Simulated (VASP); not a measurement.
# Si7Ge: single point with PBEsol

The system is Si7Ge.

```xyz
8
Lattice="5.3256 0.1544 0.0415 0.1544 5.3628 0.1223 0.0415 0.1223 5.4592" Properties=species:S:1:pos:R:3 pbc="T T T"
Si    1.3500    1.4404    1.4170
Si    0.0994    2.7120    2.7820
Si    2.7527    2.7888    0.0938
Si    2.7259    0.1318    2.7189
Si    4.0903    1.5608    4.1669
Si    4.0501    4.1491    1.4785
Si    1.5230    4.1648    4.2106
Ge   -0.0269   -0.0291    0.0013
```

This cell differs from its parent crystal: atoms moved at random and the cell strained at random.

| Item | Value |
| --- | --- |
| Program | VASP 6.6.1 |
| Task | single point |
| Functional | PBEsol |
| Potentials or basis | VASP PAW PBE potentials, release 64 (Si, Ge_d) |
| Cutoff | 520 eV |
| k mesh | 6 × 6 × 6 |
| Occupations | gaussian, width 0.03 eV |
| Spin | no spin polarisation |
| Dipole correction | no |
| Further INCAR settings | ALGO = Normal; EDIFF = 1e-07; NBANDS = 31 |

```json
{
 "Pressure": "5.3 GPa",
 "Largest force": "1.502 eV/Å",
 "Band gap on the k mesh": "0.06 eV, direct"
}
```

Forces in eV/Å, atoms in the order of the input:
```
Si   0.318 -0.600 -0.826
Si   0.205  1.034  0.867
Si   0.162 -0.734  0.437
Si  -0.304  0.779  1.089
Si  -1.066  0.122 -0.925
Si   0.522 -0.510 -0.223
Si  -0.665 -0.153 -1.338
Ge   0.829  0.061  0.920
```

Stress tensor (GPa, compression positive):
```
 6.04 -7.00 -1.95
-7.00  5.77 -3.90
-1.95 -3.90  4.04
```

Levels at points of the mesh, in eV from the valence-band top:
```
           k point  band 19  band 20  band 21  band 22  band 23  band 24
(0.00, 0.00, 0.00)    -0.25    -0.05     0.00     0.06     0.22     0.45
(0.50, 0.00, 0.00)    -2.25    -1.94    -1.86     0.74     0.94     2.97
(0.00, 0.50, 0.00)    -2.11    -2.07    -2.03     0.81     0.99     2.92
(0.50, 0.50, 0.00)    -1.40    -1.22    -1.16     2.15     2.26     2.51
(0.00, 0.00, 0.50)    -2.18    -1.78    -1.65     0.98     1.11     2.89
(0.50, 0.00, 0.50)    -1.56    -1.49    -1.37     2.08     2.18     2.21
(0.00, 0.50, 0.50)    -1.57    -1.42    -1.37     1.83     2.04     2.33
(0.50, 0.50, 0.50)    -1.18    -1.09    -0.93     0.84     1.20     1.37
```

It took 3.9 min on 1 thread of Intel(R) Xeon(R) 6975P-C (Granite Rapids) (shared host), peak memory 0.54 GiB.

Caveat: the cell differs from its parent crystal (atoms moved at random and the cell strained at random); the PAW data sets were made with another functional, which shifts forces and pressure a little. A k mesh can miss the band edges.
